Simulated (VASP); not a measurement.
# Al2Ru (I4/mmm) in VASP: notebook, part 2 of 2

VASP 6.6.1. Earlier steps stand in the parts before.

## Step 3: Single point, LDA (15.59 Å³/atom)

This run uses another cell than the first one, of 15.59 Å³/atom.

INCAR reads:

```
ALGO = Fast
EDIFF = 1E-6
ENCUT = 520
GGA = CA
ISIF = 2
ISMEAR = 0
LASPH = T
LCHARG = F
LREAL = F
LWAVE = F
NBANDS = 17
NELM = 100
PREC = Accurate
SIGMA = 0.15
```

KPOINTS reads:

```
k-points
0
Gamma
  20 20 20
```

POSCAR reads:

```
Al2Ru
1.0
   -1.6311505715      1.6311505715      4.3954448676
    1.6311505715     -1.6311505715      4.3954448676
    1.6311505715      1.6311505715     -4.3954448676
Al Ru
2 1
Direct
    0.6590860915      0.6590860915      0.0000000000
    0.3409139085      0.3409139085      0.0000000000
    0.0000000000      0.0000000000      0.0000000000
```

Potentials or basis: VASP PAW LDA potentials, release 64 (Al, Ru_pv).

The run is started by

```
cat potpaw_LDA.64/Al/POTCAR potpaw_LDA.64/Ru_pv/POTCAR > POTCAR
mpirun -np 1 vasp_std > vasp.out
```

OUTCAR:

```text
EDIFF = 1E-6
   ENCUT = 520
   GGA = CA
   ISIF = 2
   ISMEAR = 0
   LASPH = T
   LREAL = F
   NELM = 100
   PREC = Accurate

 ion  position               nearest neighbor table
   1  0.659  0.659  0.000-   3 2.70   3 2.70   3 2.70   3 2.70   2 2.80   2 2.81   2 2.81   2 2.81
                             2 2.81   3 3.00
   2  0.341  0.341  0.000-   3 2.70   3 2.70   3 2.70   3 2.70   1 2.80   1 2.81   1 2.81   1 2.81
                             1 2.81   3 3.00
   3  0.000  0.000  0.000-   1 2.70   1 2.70   1 2.70   2 2.70   1 2.70   2 2.70   2 2.70   2 2.70
                             1 3.00   2 3.00

  LATTYP: Found a body centered tetragonal cell.
 ALAT       =     3.2623011430
 C/A-ratio  =     2.6946898370

  Lattice vectors:

 A1 = (  -1.6311505715,   1.6311505715,   4.3954448676)
 A2 = (   1.6311505715,  -1.6311505715,   4.3954448676)
 A3 = (   1.6311505715,   1.6311505715,  -4.3954448676)

Analysis of symmetry for initial positions (statically):
=====================================================================
 Subroutine PRICEL returns:
 Original cell was already a primitive cell.

 Routine SETGRP: Setting up the symmetry group for a
 body centered tetragonal supercell.

 Subroutine GETGRP returns: Found 16 space group operations
 (whereof 16 operations were pure point group operations)
 out of a pool of 16 trial point group operations.

The static configuration has the point symmetry D_4h.

Analysis of symmetry for dynamics (positions and initial velocities):
=====================================================================
 Subroutine PRICEL returns:
 Original cell was already a primitive cell.

 Routine SETGRP: Setting up the symmetry group for a
 body centered tetragonal supercell.

 Subroutine GETGRP returns: Found 16 space group operations
 (whereof 16 operations were pure point group operations)
 out of a pool of 16 trial point group operations.

The dynamic configuration has the point symmetry D_4h.

 Subroutine INISYM returns: Found 16 space group operations
 (whereof 16 operations are pure point group operations),
 and found     1 'primitive' translations

----------------------------------------------------------------------------------------

                                     Primitive cell

  volume of cell :      46.7790

  direct lattice vectors                    reciprocal lattice vectors
    -1.631150572  1.631150572  4.395444868     0.000000000  0.306532094  0.113754128
     1.631150572 -1.631150572  4.395444868     0.306532094  0.000000000  0.113754128
     1.631150572  1.631150572 -4.395444868     0.306532094  0.306532094  0.000000000

  length of vectors
     4.963994355  4.963994355  4.963994355     0.326958600  0.326958600  0.433501844

  position of ions in fractional coordinates (direct lattice)
     0.659086092  0.659086092  0.000000000
     0.340913908  0.340913908  0.000000000
     0.000000000  0.000000000  0.000000000

  ion indices of the primitive-cell ions
   primitive index   ion index
                 1           1
                 2           2
                 3           3

----------------------------------------------------------------------------------------

 KPOINTS: k-points

Automatic generation of k-mesh.
 Grid dimensions read from file:
 generate k-points for:   20   20   20

 Generating k-lattice:

  Cartesian coordinates                     Fractional coordinates (reciprocal lattice)
     0.000000000  0.015326605  0.005687706     0.050000000  0.000000000 -0.000000000
     0.015326605  0.000000000  0.005687706     0.000000000  0.050000000 -0.000000000
     0.015326605  0.015326605  0.000000000     0.000000000  0.000000000  0.050000000

  Length of vectors
     0.016347930  0.016347930  0.021675092

  Shift w.r.t. Gamma in fractional coordinates (k-lattice)
     0.000000000  0.000000000  0.000000000

 Subroutine IBZKPT returns following result:
 ===========================================

 Found    641 irreducible k-points:

 Following reciprocal coordinates:
            Coordinates               Weight
  0.000000  0.000000  0.000000      1.000000
  0.050000  0.000000 -0.000000      8.000000
  0.100000  0.000000 -0.000000      8.000000
  0.150000  0.000000 -0.000000      8.000000
  0.200000  0.000000 -0.000000      8.000000
  0.250000  0.000000 -0.000000      8.000000
[... 16 lines left out ...]
 -0.400000  0.050000  0.000000     16.000000
 -0.350000  0.050000  0.000000     16.000000
 [... further k-points ...]
   k-points           NKPTS =    641   k-points in BZ     NKDIM =    641   number of bands    NBANDS=     17
   number of dos      NEDOS =    301   number of ions     NIONS =      3
   total plane-waves  NPLWV =  64000
   dimension x,y,z NGX =    40 NGY =   40 NGZ =   40
   dimension x,y,z NGXF=    80 NGYF=   80 NGZF=   80
   ions per type =               2   1
   NGX,Y,Z   is equivalent  to a cutoff of  13.40, 13.40, 13.40 a.u.
   NGXF,Y,Z  is equivalent  to a cutoff of  26.79, 26.79, 26.79 a.u.
 SYSTEM =  unknown system
   PREC   = accura    normal or accurate (medium, high low for compatibility)
   ISTART =      0    job   : 0-new  1-cont  2-samecut
   ICHARG =      2    charge: 1-file 2-atom 10-const
   ISPIN  =      1    spin polarized calculation?
   LNONCOLLINEAR =      F non collinear calculations
   LSORBIT =      F    spin-orbit coupling
   LASPH  =      T    aspherical Exc in radial PAW
   ENCUT  =  520.0 eV  38.22 Ry    6.18 a.u.   9.23  9.23  9.23*2*pi/ulx,y,z
   NELM   =    100;   NELMIN=  2; NELMDL= -5     # of ELM steps
   EDIFF  = 0.1E-05   stopping-criterion for ELM
   LREAL  =      F    real-space projection
   EDIFFG = 0.1E-04   stopping-criterion for IOM
   NSW    =      0    number of steps for IOM
   IBRION =     -1    ionic relax: 0-MD 1-quasi-New 2-CG
   NFREE  =      0    steps in history (QN), initial steepest desc. (CG)
   ISIF   =      2    stress and relaxation
   ISYM   =      2    0-nonsym 1-usesym 2-fastsym
   POTIM  = 0.5000    time-step for ionic-motion
   TEBEG  =    0.0;   TEEND  =   0.0 temperature during run
   PSTRESS=    0.0 pullay stress
   NELECT =      20.0000    total number of electrons
   NUPDOWN=      -1.0000    fix difference up-down
   EMIN   =  10.00;   EMAX   =-10.00  energy-range for DOS
   EFERMI =   0.00;   METHOD = LEGACY
   ISMEAR =     0;   SIGMA  =   0.15  broadening in eV -4-tet -1-fermi 0-gaus
   EFERMI_NEDOS =   21; number of points for ismear=-14 and -15
   IALGO  =     68    algorithm
   IMIX   =      4    mixing-type and parameters
     AMIX     =   0.40;   BMIX     =  1.00
     AMIX_MAG =   1.60;   BMIX_MAG =  1.00
  volume/ion in A,a.u.               =      15.59       105.23
  Fermi-wavevector in a.u.,A,eV,Ry     =   1.233298  2.330594 20.694771  1.521023
  Thomas-Fermi vector in A             =   2.368033
   LORBIT       =      0    0 simple, 1 ext, 2 COOP (PROOUT), +10 PAW based schemes
   GGA     = CA    functional components
   LHFCALC =     F    Hartree Fock is set to
   AEXX    =    0.0000 exact exchange contribution
   IVDW    =     0    specifies the selected vdW correction
   LEPSILON=     F    determine dielectric tensor
   LRPA    =     F    only Hartree local field effects (RPA)
 non-spin polarized calculation
 RMM-DIIS sequential band-by-band and
 Gauss-broadening in eV      SIGMA  =   0.15
  energy-cutoff  :      520.00
  volume of cell :       46.78
 maximum number of plane-waves:      1285
 NGX is ok and might be reduce to    40
   NGX = 19   NGY = 19   NGZ = 19

 number of electron      20.0000000 magnetization

 Free energy of the ion-electron system (eV)
  ---------------------------------------------------
  ext. energy  EPLUGINS =         0.00000000
  ---------------------------------------------------
  free energy    TOTEN  =       -20.61594723 eV

  energy without entropy =      -20.61080166  energy(sigma->0) =      -20.61337445

 E-fermi :   8.6897     XC(G=0): -11.5302

 val. band max:        8.6807348375   @ k =  -0.3000   0.2500   0.0000
 cond. band min:       8.7275908058   @ k =   0.5000   0.5000   0.1500
 fundamental gap:      0.0468559683
 Fermi energy:         8.6896580997

 k-point     1 :       0.0000    0.0000    0.0000
  band No.  band energies     occupation
      1     -33.5464      2.00000
      2     -33.5464      2.00000
      3     -33.4554      2.00000
      4      -1.2947      2.00000
      5       4.0465      2.00000
      6       5.5589      2.00000
[... 9 lines left out ...]
     16      14.2972      0.00000
     17      15.3428      0.00000
[... 443 lines left out ...]
      1     -33.6092      2.00000
      2     -33.5429      2.00000
      3     -33.4493      2.00000
      4       0.6479      2.00000
      5       4.0354      2.00000
      6       5.1592      2.00000
[... 9 lines left out ...]
     16      17.2722      0.00000
     17      17.9265      0.00000

 [... further k-points ...]
[... 5 lines left out ...]
  --------------------------------------------------------------------------------------
  -------------------------------------------------------------------------------------
  Total       -5.9763313     -5.9763313     -6.3143639      0.0000000      0.0000000      0.0000000
  in kB     -204.6889110   -204.6889110   -216.2665021      0.0000000      0.0000000      0.0000000
  external PRESSURE =    -208.5481080 kB  Pullay stress =       0.0000000 kB

 VOLUME and BASIS-vectors are now :
 -----------------------------------------------------------------------------
  energy-cutoff  :      520.00
  volume of cell :       46.78
      direct lattice vectors                 reciprocal lattice vectors
    -1.631150572  1.631150572  4.395444868     0.000000000  0.306532094  0.113754128
     1.631150572 -1.631150572  4.395444868     0.306532094  0.000000000  0.113754128
     1.631150572  1.631150572 -4.395444868     0.306532094  0.306532094  0.000000000

 POSITION                                       TOTAL-FORCE (eV/Angst)
 -----------------------------------------------------------------------------------
      0.00000      0.00000      5.79395        -0.000000     -0.000000     -0.423505
      0.00000      0.00000      2.99694         0.000000      0.000000      0.423505
      0.00000      0.00000      0.00000         0.000000      0.000000      0.000000
 -----------------------------------------------------------------------------------
    total drift:                                0.000000     -0.000000     -0.000000

  FREE ENERGIE OF THE ION-ELECTRON SYSTEM (eV)
  ---------------------------------------------------
  free  energy   TOTEN  =       -20.6159472324 eV

  energy  without entropy=      -20.6108016614  energy(sigma->0) =      -20.61337445
```

It took 29 min on 1 thread of Intel Xeon 8259CL, shared host; peak memory 0.6 GiB.

Results:

```
Free energy            : -20.6159 eV
Pressure               : -20.9 GPa
Largest force          : 0.424 eV/Å
Band gap on the k mesh : zero (bands 10 and 11 overlap by 0.18 eV)
```

Forces in eV/Å, atoms in the order of the input:
```
Al   0.000  0.000 -0.424
Al   0.000  0.000  0.424
Ru   0.000  0.000  0.000
```

Stress tensor (GPa, compression positive):
```
-20.47   0.00   0.00
  0.00 -20.47   0.00
  0.00   0.00 -21.63
```

Caveat: the cell stands under tension.

The gap in the log of VASP goes by the Fermi energy; the results here count the filled bands.